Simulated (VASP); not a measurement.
A run of VASP 6.6.1:

The input INCAR:

```
SYSTEM = SrO
ALGO = Normal
EDIFF = 1E-6
ENCUT = 520
GGA = CA
ISIF = 2
ISMEAR = 0
LASPH = .TRUE.
LCHARG = .TRUE.
LELF = .TRUE.
LREAL = .FALSE.
LVHAR = .TRUE.
LWAVE = .FALSE.
NBANDS = 24
NELM = 80
PREC = Accurate
SIGMA = 0.05
```

File KPOINTS:

```
k-points
0
G
  9 9 8
  0 0 0
```

Contents of POSCAR:

```
SrO
1.0
    0.0000000000     -2.5744724926     -2.5744724925
   -2.5744724926      0.0000000000     -2.5744724925
    2.5744724926      2.5744724926     -5.1489449852
Sr O
2 2
Direct
   -0.0008166432     -0.0008166432     -0.0008166432
    0.4991833568      0.4991833568      0.4991833568
    0.7544724220      0.7544724220      0.7544724220
    0.2544724220      0.2544724220      0.2544724220
```

Potentials or basis: VASP PAW LDA potentials, release 64 (Sr_sv, O).

The run is started by

```bash
$ cat potpaw_LDA.64/Sr_sv/POTCAR potpaw_LDA.64/O/POTCAR > POTCAR
$ mpirun -np 1 vasp_std > vasp.out
```

Hardware: 1 thread of Intel(R) Xeon(R) Platinum 8375C CPU @ 2.90GHz (Ice Lake), on a shared host.

Problem. How long does it take, and how much memory?

Solution. Run time: 4.8 min on 1 thread of Intel(R) Xeon(R) Platinum 8375C CPU @ 2.90GHz (Ice Lake), on a shared host, peak memory 0.36 GiB. Counts: scf iterations 15, k points 185.
